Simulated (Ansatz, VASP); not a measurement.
Mo: VASP beside Ansatz

Contents of INCAR:

```
SYSTEM = Mo
PREC = Accurate ; ENCUT = 520
EDIFF = 1E-7 ; ISMEAR = -1
SIGMA = 0.08 ; LREAL = .False.
LASPH = .True. ; NELM = 100
ALGO = Normal ; ISIF = 2
LWAVE = .False. ; LCHARG = .False.
GGA = PE ; NBANDS = 13
```

Contents of KPOINTS:

```
Automatic mesh
0
Gamma
  5 5 5
  0 0 0
```

POSCAR

```
Mo
1.0
    0.0000000000      2.0150000000      2.0150000000
    2.0150000000      0.0000000000      2.0150000000
    2.0150000000      2.0150000000      0.0000000000
Mo
1
Direct
    0.0000000000      0.0000000000      0.0000000000
```

Input for Ansatz:

```yaml
crystal:
  lattice:
    - [0.0, 2.015, 2.015]
    - [2.015, 0.0, 2.015]
    - [2.015, 2.015, 0.0]
  atoms:
    - { symbol: Mo, position: [0.0, 0.0, 0.0] }
kpoints:
  mp_grid: { grid: [5, 5, 5] }
scf:
  occupations: { method: fermi_dirac, width: 0.08 }
hamiltonian:
  xc: pbe
  pseudopotentials: { kind: all_electron, lapw: { basis_error: 0.0005 } }
output:
  forces: true
  stress: true
  eigenvalues: true
```

Alike in both runs: task single point; functional PBE; k mesh 5 × 5 × 5; occupations fermi-dirac, width 0.08 eV; no spin polarisation.

|  | VASP | Ansatz |
| --- | --- | --- |
| version | VASP 6.6.1 | Ansatz 0.2.0 |
| potentials or method | VASP PAW PBE potentials, release 64 (Mo_sv), cutoff 520 eV | all-electron LAPW, scalar-relativistic |

VASP gave:

| Quantity | Value |
| --- | --- |
| pressure (GPa) | -4.7 |

Which values does Ansatz return?

Pressure (GPa): -5.1.

Ansatz ran all-electron here, and VASP with PAW potentials.

The k mesh is coarse, so the values compare programs but aren't converged.
